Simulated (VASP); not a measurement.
Input of a VASP 6.6.1 run:

The input INCAR:

```
ALGO = Normal
EDIFF = 1E-6
ENCUT = 520
ISIF = 2
ISMEAR = -1
LASPH = True
LCHARG = True
LELF = True
LREAL = False
LVHAR = True
LWAVE = False
NBANDS = 14
NELM = 100
PREC = Accurate
SIGMA = 0.05
```

The input KPOINTS:

```
k-points
0
Gamma
  10 10 10
```

File POSCAR:

```
HfC
1.0
    0.0000000000      2.2935772291      2.2935772291
    2.2935772291      0.0000000000      2.2935772291
    2.2935772291      2.2935772291      0.0000000000
Hf C
1 1
Direct
    0.5000000000      0.5000000000      0.5000000000
    0.0000000000      0.0000000000      0.0000000000
```

Potentials or basis: VASP PAW LDA potentials, release 64 (Hf_pv, C).

Launch:

```sh
$ cat potpaw_LDA.64/Hf_pv/POTCAR potpaw_LDA.64/C/POTCAR > POTCAR
$ mpirun -np 1 vasp_std > vasp.out
```

**Question.** What does it give for the band gap on the k mesh?

**Answer.** Zero (band 7 reaches 7.22 eV, above the bottom of band 8 at 5.80 eV).

**Question.** Predict the pressure.

**Answer.** -1.8 GPa.

Caveat: spin-orbit coupling is left out, which moves the levels of the heavy elements.
